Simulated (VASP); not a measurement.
# Ga4As5 in VASP: further runs

Ga4As5 is run at these levels: PBE; tasks: single point.

Everything below comes from runs of VASP 6.6.1. Logs are shortened: lines on timing, memory, paths and dates and some standing lists are left out, and cuts for length are marked.

### Step 1. The cell of the first run

The cell holds a slab with vacuum, 9 atoms: a = 4.063 Å, b = 4.063 Å, c = 26.491 Å, α = 90.00°, β = 90.00°, γ = 90.00°.

### Step 2. Single point, PBE

Input file INCAR:

```
SYSTEM = Ga4As5
  PREC = Accurate
  ENCUT = 520
  EDIFF = 1E-6
  ISMEAR = 0
  SIGMA = 0.05
  LREAL = .FALSE.
  LASPH = .TRUE.
  NELM = 80
  ALGO = Normal
  ISIF = 2
  LWAVE = .FALSE.
  LCHARG = .FALSE.
  LDIPOL = .TRUE.
  IDIPOL = 3
  DIPOL = 0.5 0.5 0.500
  GGA = PE
  NBANDS = 48
```

Input file KPOINTS:

```
regular mesh
0
G
  9 9 1
  0 0 0
```

Input file POSCAR:

```
Ga4As5
1.0
    4.0626003765      0.0000000000      0.0000000000
    0.0000000000      4.0626003765      0.0000000000
    0.0000000000      0.0000000000     26.4907691018
As Ga
5 4
Direct
    0.0000000000      0.5000000000      0.2831174879
    0.5000000000      0.0000000000      0.3915587439
    0.0000000000      0.5000000000      0.5000000000
    0.5000000000      0.0000000000      0.6084412561
    0.0000000000      0.5000000000      0.7168825121
    0.5000000000      0.5000000000      0.3373381159
    0.0000000000      0.0000000000      0.4457793720
    0.5000000000      0.5000000000      0.5542206280
    0.0000000000      0.0000000000      0.6626618841
```

Potentials or basis: VASP PAW PBE potentials, release 64 (As, Ga_d).

Run with:

```bash
cat potpaw_PBE.64/As/POTCAR potpaw_PBE.64/Ga_d/POTCAR > POTCAR
mpirun -np 1 vasp_std > vasp.out
```

OUTCAR:

```text
SYSTEM = Ga4As5
   PREC = Accurate
   ENCUT = 520
   EDIFF = 1E-6
   ISMEAR = 0
   LREAL = .FALSE.
   LASPH = .TRUE.
   NELM = 80
   ISIF = 2
   GGA = PE

 ion  position               nearest neighbor table
   1  0.000  0.500  0.283-   6 2.49   6 2.49
   2  0.500  0.000  0.392-   6 2.49   6 2.49   7 2.49   7 2.49
   3  0.000  0.500  0.500-   7 2.49   8 2.49   7 2.49   8 2.49
   4  0.500  0.000  0.608-   9 2.49   9 2.49   8 2.49   8 2.49
   5  0.000  0.500  0.717-   9 2.49   9 2.49
   6  0.500  0.500  0.337-   2 2.49   2 2.49   1 2.49   1 2.49
   7  0.000  0.000  0.446-   3 2.49   3 2.49   2 2.49   2 2.49
   8  0.500  0.500  0.554-   3 2.49   3 2.49   4 2.49   4 2.49
   9  0.000  0.000  0.663-   4 2.49   4 2.49   5 2.49   5 2.49

  LATTYP: Found a simple tetragonal cell.
 ALAT       =     4.0626003765
 C/A-ratio  =     6.5206435895

  Lattice vectors:

 A1 = (   4.0626003765,   0.0000000000,   0.0000000000)
 A2 = (   0.0000000000,   4.0626003765,   0.0000000000)
 A3 = (   0.0000000000,   0.0000000000,  26.4907691018)

Analysis of symmetry for initial positions (statically):
=====================================================================
 Subroutine PRICEL returns:
 Original cell was already a primitive cell.

 Routine SETGRP: Setting up the symmetry group for a
 simple tetragonal supercell.

 Subroutine GETGRP returns: Found  8 space group operations
 (whereof  4 operations were pure point group operations)
 out of a pool of 16 trial point group operations.

The static configuration has the point symmetry C_2v.
 The point group associated with its full space group is D_2d.

Analysis of symmetry for dynamics (positions and initial velocities):
=====================================================================
 Subroutine PRICEL returns:
 Original cell was already a primitive cell.

 Routine SETGRP: Setting up the symmetry group for a
 simple tetragonal supercell.

 Subroutine GETGRP returns: Found  8 space group operations
 (whereof  4 operations were pure point group operations)
 out of a pool of 16 trial point group operations.

The dynamic configuration has the point symmetry C_2v.
 The point group associated with its full space group is D_2d.

 Subroutine INISYM returns: Found  8 space group operations
 (whereof  4 operations are pure point group operations),
 and found     1 'primitive' translations

----------------------------------------------------------------------------------------

                                     Primitive cell

  volume of cell :     437.2228

  direct lattice vectors                    reciprocal lattice vectors
     4.062600376  0.000000000  0.000000000     0.246147764  0.000000000  0.000000000
     0.000000000  4.062600376  0.000000000     0.000000000  0.246147764  0.000000000
     0.000000000  0.000000000 26.490769102     0.000000000  0.000000000  0.037748998

  length of vectors
     4.062600376  4.062600376 26.490769102     0.246147764  0.246147764  0.037748998

  position of ions in fractional coordinates (direct lattice)
     0.000000000  0.500000000  0.283117488
     0.500000000  0.000000000  0.391558744
     0.000000000  0.500000000  0.500000000
     0.500000000  0.000000000  0.608441256
     0.000000000  0.500000000  0.716882512
     0.500000000  0.500000000  0.337338116
     0.000000000  0.000000000  0.445779372
     0.500000000  0.500000000  0.554220628
     0.000000000  0.000000000  0.662661884

  ion indices of the primitive-cell ions
   primitive index   ion index
                 1           1
                 2           2
                 3           3
                 4           4
                 5           5
                 6           6
                 7           7
                 8           8
                 9           9

----------------------------------------------------------------------------------------

 KPOINTS: regular mesh

Automatic generation of k-mesh.
 Grid dimensions read from file:
 generate k-points for:    9    9    1

 Generating k-lattice:

  Cartesian coordinates                     Fractional coordinates (reciprocal lattice)
     0.027349752  0.000000000  0.000000000     0.111111111  0.000000000  0.000000000
     0.000000000  0.027349752  0.000000000     0.000000000  0.111111111  0.000000000
     0.000000000  0.000000000  0.037748998     0.000000000  0.000000000  1.000000000

  Length of vectors
     0.027349752  0.027349752  0.037748998

  Shift w.r.t. Gamma in fractional coordinates (k-lattice)
     0.000000000  0.000000000  0.000000000

 Subroutine IBZKPT returns following result:
 ===========================================

 Found     15 irreducible k-points:

 Following reciprocal coordinates:
            Coordinates               Weight
  0.000000  0.000000  0.000000      1.000000
  0.111111  0.000000  0.000000      4.000000
  0.222222  0.000000  0.000000      4.000000
  0.333333  0.000000  0.000000      4.000000
  0.444444  0.000000  0.000000      4.000000
  0.111111  0.111111  0.000000      4.000000
  0.222222  0.111111  0.000000      8.000000
  0.333333  0.111111  0.000000      8.000000
  0.444444  0.111111  0.000000      8.000000
  0.222222  0.222222  0.000000      4.000000
  0.333333  0.222222  0.000000      8.000000
  0.444444  0.222222  0.000000      8.000000
  0.333333  0.333333  0.000000      4.000000
  0.444444  0.333333  0.000000      8.000000
  0.444444  0.444444  0.000000      4.000000
   k-points           NKPTS =     15   k-points in BZ     NKDIM =     15   number of bands    NBANDS=     48
   number of dos      NEDOS =    301   number of ions     NIONS =      9
   total plane-waves  NPLWV = 180000
   dimension x,y,z NGX =    30 NGY =   30 NGZ =  200
   dimension x,y,z NGXF=    60 NGYF=   60 NGZF=  400
   ions per type =               5   4
   NGX,Y,Z   is equivalent  to a cutoff of  12.28, 12.28, 12.55 a.u.
   NGXF,Y,Z  is equivalent  to a cutoff of  24.55, 24.55, 25.10 a.u.
 SYSTEM =  Ga4As5
   PREC   = accura    normal or accurate (medium, high low for compatibility)
   ISTART =      0    job   : 0-new  1-cont  2-samecut
   ICHARG =      2    charge: 1-file 2-atom 10-const
   ISPIN  =      1    spin polarized calculation?
   LNONCOLLINEAR =      F non collinear calculations
   LSORBIT =      F    spin-orbit coupling
   LASPH  =      T    aspherical Exc in radial PAW
   ENCUT  =  520.0 eV  38.22 Ry    6.18 a.u.   7.55  7.55 49.26*2*pi/ulx,y,z
   NELM   =     80;   NELMIN=  2; NELMDL= -5     # of ELM steps
   EDIFF  = 0.1E-05   stopping-criterion for ELM
   LREAL  =      F    real-space projection
   EDIFFG = 0.1E-04   stopping-criterion for IOM
   NSW    =      0    number of steps for IOM
   IBRION =     -1    ionic relax: 0-MD 1-quasi-New 2-CG
   NFREE  =      0    steps in history (QN), initial steepest desc. (CG)
   ISIF   =      2    stress and relaxation
   ISYM   =      2    0-nonsym 1-usesym 2-fastsym
   POTIM  = 0.5000    time-step for ionic-motion
   TEBEG  =    0.0;   TEEND  =   0.0 temperature during run
   PSTRESS=    0.0 pullay stress
   NELECT =      77.0000    total number of electrons
   NUPDOWN=      -1.0000    fix difference up-down
   EMIN   =  10.00;   EMAX   =-10.00  energy-range for DOS
   EFERMI =   0.00;   METHOD = LEGACY
   ISMEAR =     0;   SIGMA  =   0.05  broadening in eV -4-tet -1-fermi 0-gaus
   EFERMI_NEDOS =   21; number of points for ismear=-14 and -15
   IALGO  =     38    algorithm
   IMIX   =      4    mixing-type and parameters
     AMIX     =   0.40;   BMIX     =  1.00
     AMIX_MAG =   1.60;   BMIX_MAG =  1.00
  volume/ion in A,a.u.               =      48.58       327.84
  Fermi-wavevector in a.u.,A,eV,Ry     =   0.917637  1.734082 11.456885  0.842057
  Thomas-Fermi vector in A             =   2.042628
   LORBIT       =      0    0 simple, 1 ext, 2 COOP (PROOUT), +10 PAW based schemes
   GGA     = PE    functional components
   LHFCALC =     F    Hartree Fock is set to
   AEXX    =    0.0000 exact exchange contribution
   IVDW    =     0    specifies the selected vdW correction
   LEPSILON=     F    determine dielectric tensor
   LRPA    =     F    only Hartree local field effects (RPA)
 non-spin polarized calculation
 Gauss-broadening in eV      SIGMA  =   0.05
  energy-cutoff  :      520.00
  volume of cell :      437.22
 maximum number of plane-waves:     11823
 NGX is ok and might be reduce to    30
   NGX = 15   NGY = 15   NGZ = 99

 dipolmoment           0.000000      0.000000     -0.000000 electrons x Angstroem

 number of electron      77.0000060 magnetization

 dipolmoment           0.000000      0.000000      0.000000 electrons x Angstroem

 Free energy of the ion-electron system (eV)
  ---------------------------------------------------
  ext. energy  EPLUGINS =         0.00000000
  ---------------------------------------------------
  free energy    TOTEN  =       -34.89266285 eV

  energy without entropy =      -34.88151097  energy(sigma->0) =      -34.88708691

 E-fermi :  -1.4093     XC(G=0):  -5.2160

 val. band max:       -1.4583928356   @ k =   0.2222   0.0000   0.0000
 cond. band min:      -1.4078272800   @ k =   0.2222   0.1111   0.0000
 fundamental gap:      0.0505655557
 Fermi energy:        -1.4093062531

 k-point     1 :       0.0000    0.0000    0.0000
  band No.  band energies     occupation
      1     -16.0201      2.00000
      2     -15.9726      2.00000
      3     -15.9379      2.00000
      4     -15.9379      2.00000
      5     -15.9162      2.00000
      6     -15.9162      2.00000
[... 40 lines left out ...]
     47       2.0360      0.00000
     48       2.2506      0.00000
[... 712 lines left out ...]
     47       2.7287      0.00000
     48       3.1624      0.00000

------------------------ aborting loop because EDIFF is reached ----------------------------------------

 vacuum level on the upper side and lower side of the slab       (xc-potential included)        -0.106        -0.106

  FORCE on cell =-STRESS in cart. coord.  units (eV):
  Direction    XX          YY          ZZ          XY          YZ          ZX
  --------------------------------------------------------------------------------------
  -------------------------------------------------------------------------------------
  Total       -2.4231192     -2.4231192      0.2969596      0.0000000      0.0000000      0.0000000
  in kB       -8.8793789     -8.8793789      1.0881911      0.0000000      0.0000000      0.0000000
  external PRESSURE =      -5.5568556 kB  Pullay stress =       0.0000000 kB

 VOLUME and BASIS-vectors are now :
 -----------------------------------------------------------------------------
  energy-cutoff  :      520.00
  volume of cell :      437.22
      direct lattice vectors                 reciprocal lattice vectors
     4.062600376  0.000000000  0.000000000     0.246147764  0.000000000  0.000000000
     0.000000000  4.062600376  0.000000000     0.000000000  0.246147764  0.000000000
     0.000000000  0.000000000 26.490769102     0.000000000  0.000000000  0.037748998

 POSITION                                       TOTAL-FORCE (eV/Angst)
 -----------------------------------------------------------------------------------
      0.00000      2.03130      7.50000         0.000000      0.000000      0.101500
      2.03130      0.00000     10.37269         0.000000      0.000000      0.236904
      0.00000      2.03130     13.24538         0.000000      0.000000     -0.000000
      2.03130      0.00000     16.11808         0.000000      0.000000     -0.236904
      0.00000      2.03130     18.99077         0.000000      0.000000     -0.101500
      2.03130      2.03130      8.93635         0.000000      0.000000     -0.290653
      0.00000      0.00000     11.80904         0.000000      0.000000     -0.111645
      2.03130      2.03130     14.68173         0.000000      0.000000      0.111645
      0.00000      0.00000     17.55442         0.000000      0.000000      0.290653
 -----------------------------------------------------------------------------------
    total drift:                                0.000000      0.000000      0.000000

  FREE ENERGIE OF THE ION-ELECTRON SYSTEM (eV)
  ---------------------------------------------------
  free  energy   TOTEN  =       -34.8926628508 eV

  energy  without entropy=      -34.8815109664  energy(sigma->0) =      -34.88708691

 vacuum level on the upper side and lower side of the slab         4.282         4.282
```

Wall time 17 min (1 thread of Intel Xeon 8259CL, shared host); peak memory 0.57 GiB.

What came out:

```yaml
Free_energy: -34.8927 eV
Largest_force: 0.291 eV/Å
Band_gap_on_the_k_mesh: zero (an odd number of electrons rules out a gap without spin polarisation)
```

Forces on the atoms (eV/Å):
```
As   0.000  0.000  0.102
As   0.000  0.000  0.237
As   0.000  0.000  0.000
As   0.000  0.000 -0.237
As   0.000  0.000 -0.102
Ga   0.000  0.000 -0.291
Ga   0.000  0.000 -0.112
Ga   0.000  0.000  0.112
Ga   0.000  0.000  0.291
```

### Step 3. Single point, PBE

Input file INCAR:

```
PREC = Accurate
ENCUT = 520
EDIFF = 1E-6
ISMEAR = 0
SIGMA = 0.05
LREAL = False
LASPH = True
NELM = 100
ALGO = Normal
ISIF = 2
LWAVE = False
LCHARG = False
LDIPOL = True
IDIPOL = 3
DIPOL = 0.5 0.5 0.500
GGA = PE
NBANDS = 48
```

Input file KPOINTS:

```
regular mesh
0
Gamma
  9 9 1
```

Input file POSCAR:

```
Ga4As5
1.0
    4.0626003765      0.0000000000      0.0000000000
    0.0000000000      4.0626003765      0.0000000000
    0.0000000000      0.0000000000     26.4907691018
As Ga
5 4
Direct
    0.0000000000      0.5000000000      0.2837879075
    0.5000000000      0.0000000000      0.3922289408
    0.0000000000      0.5000000000      0.4999999966
    0.5000000000      0.0000000000      0.6077710290
    0.0000000000      0.5000000000      0.7162120500
    0.5000000000      0.5000000000      0.3364120917
    0.0000000000      0.0000000000      0.4454645134
    0.5000000000      0.5000000000      0.5545356696
    0.0000000000      0.0000000000      0.6635878014
```

Potentials or basis: VASP PAW PBE potentials, release 64 (As, Ga_d).

Run with:

```bash
cat potpaw_PBE.64/As/POTCAR potpaw_PBE.64/Ga_d/POTCAR > POTCAR
mpirun -np 1 vasp_std > vasp.out
```

Run time: 16 min. Hardware: 1 thread of Intel Xeon 8259CL, shared host; peak memory 0.57 GiB.

The run converged. Its results:

- Free energy: -34.9062 eV
- Largest force: 0.030 eV/Å
- Band gap on the k mesh: zero (an odd number of electrons rules out a gap without spin polarisation)

Forces in eV/Å, atoms in the order of the input:
```
As   0.000  0.000 -0.030
As   0.000  0.000 -0.007
As   0.000  0.000  0.000
As   0.000  0.000  0.007
As   0.000  0.000  0.030
Ga   0.000  0.000  0.012
Ga   0.000  0.000  0.010
Ga   0.000  0.000 -0.010
Ga   0.000  0.000 -0.012
```

Levels at points of the mesh, in eV from the Fermi level:
| k point | band 35 | band 36 | band 37 | band 38 | band 39 | band 40 | band 41 | band 42 |
| --- | --- | --- | --- | --- | --- | --- | --- | --- |
| (0.00, 0.00, 0.00) | -0.76 | -0.03 | -0.03 | 0.32 | 1.13 | 1.13 | 1.73 | 1.96 |
